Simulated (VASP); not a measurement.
SrCl2:

```
Sr Cl
1.0
     2.45672    1.41839    4.01532
    -2.45672    1.41839    4.01532
     0.00000   -2.83678    4.01532
Sr Cl
1 2
Direct
  0.00000 0.00000 0.00000
  0.24995 0.24995 0.24995
  0.75005 0.75005 0.75005
```

Base run:

```yaml
Program: VASP 6.6.1
Functional: r2SCAN
Potentials_or_basis: VASP PAW PBE potentials, release 64 (Sr_sv, Cl)
Cutoff: 550 eV
k_mesh: 4 × 4 × 4
Occupations: gaussian, width 0.01 eV
Spin: no spin polarisation
```

Its results: band gap on the k mesh 5.98 eV; pressure 0.8 GPa.

Question: After a change of settings the same cell gave: band gap on the k mesh 5.37 eV (least direct gap 5.48 eV); pressure 1.8 GPa. Which change was it?
A. functional from r2SCAN to PBE; cutoff from 550 eV to 500 eV; k mesh from 4 × 4 × 4 to 2 × 2 × 2
B. functional from r2SCAN to LDA; potentials or basis from VASP PAW PBE potentials, release 64 (Sr_sv, Cl) to VASP PAW LDA potentials, release 64 (Sr_sv, Cl); cutoff from 550 eV to 500 eV
C. k mesh from 4 × 4 × 4 to 8 × 8 × 1; further incar settings from ALGO = Normal; EDIFF = 1e-06; NBANDS = 19 to ALGO = Normal; EDIFF = 1e-06; NBANDS = 19; ISYM = 0
D. dispersion from none to rVV10

Answer: A.

Caveats: some runs use coarse meshes; the PAW data sets were made with another functional, which shifts forces and pressure a little (at least some runs).
